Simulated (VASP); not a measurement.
Here is a VASP 6.6.1 calculation.

The input INCAR:

```
  PREC = Accurate
  ENCUT = 520
  EDIFF = 1E-6
  ISMEAR = 0
  SIGMA = 0.02
  LREAL = False
  LASPH = True
  NELM = 60
  ALGO = Normal
  ISIF = 2
  LWAVE = False
  LCHARG = False
  GGA = PE
  NBANDS = 12
```

The input KPOINTS:

```
Automatic mesh
0
Gamma
  8 8 8
```

File POSCAR:

```
LiCl
1.0
    0.0000000000      2.4957077715      2.4957077715
    2.4957077715      0.0000000000      2.4957077715
    2.4957077715      2.4957077715      0.0000000000
Li Cl
1 1
Direct
    0.5000000000      0.5000000000      0.5000000000
    0.0000000000      0.0000000000      0.0000000000
```

Potentials or basis: VASP PAW PBE potentials, release 64 (Li_sv, Cl).

Command:

```console
$ cat potpaw_PBE.64/Li_sv/POTCAR potpaw_PBE.64/Cl/POTCAR > POTCAR
$ mpirun -np 1 vasp_std > vasp.out
```

Q: Predict the band gap on the k mesh.

A: 6.84 eV, indirect (the least direct gap lies 0.5 meV higher).

 A k mesh can miss the band edges.
